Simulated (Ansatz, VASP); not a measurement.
# TaAg2 in VASP and in Ansatz

```
CELL_PARAMETERS angstrom
4.70544 0.00000 0.00000
-2.35272 4.07503 0.00000
0.00000 0.00000 2.72738
ATOMIC_POSITIONS crystal
Ta 0.00000 0.00000 0.00000
Ag 0.33333 0.66667 0.50000
Ag 0.66667 0.33333 0.50000
```

Alike in both runs: functional PBE; k mesh 12 × 12 × 16; occupations gaussian, width 0.1 eV; no spin polarisation.

Ansatz relaxed the structure, and its values are those at the end. VASP's run is a single point on that final structure, the one shown.

|  | VASP | Ansatz |
| --- | --- | --- |
| version | VASP 6.6.1 | Ansatz 0.2.0 |
| potentials or method | VASP PAW PBE potentials, release 64 (Ta_pv, Ag), cutoff 520 eV | scalar-relativistic, plane waves, PAW |
| valence electrons in the cell | 33 | 51 |

Ansatz gave:

| Property | Result |
| --- | --- |
| gap on the k mesh at the Fermi level (eV) | none |
| pressure (GPa) | 0.0 |

**Question.** Estimate VASP's values.

**Answer.** gap on the k mesh at the Fermi level (eV): none; pressure (GPa): -0.1.

A gap of «none» marks a metal or a gap that the smearing closes. VASP's potentials hold 33 valence electrons a cell and Ansatz's 51, so a difference there can come from the potentials and not from the codes.

Neither program's run includes spin-orbit coupling.
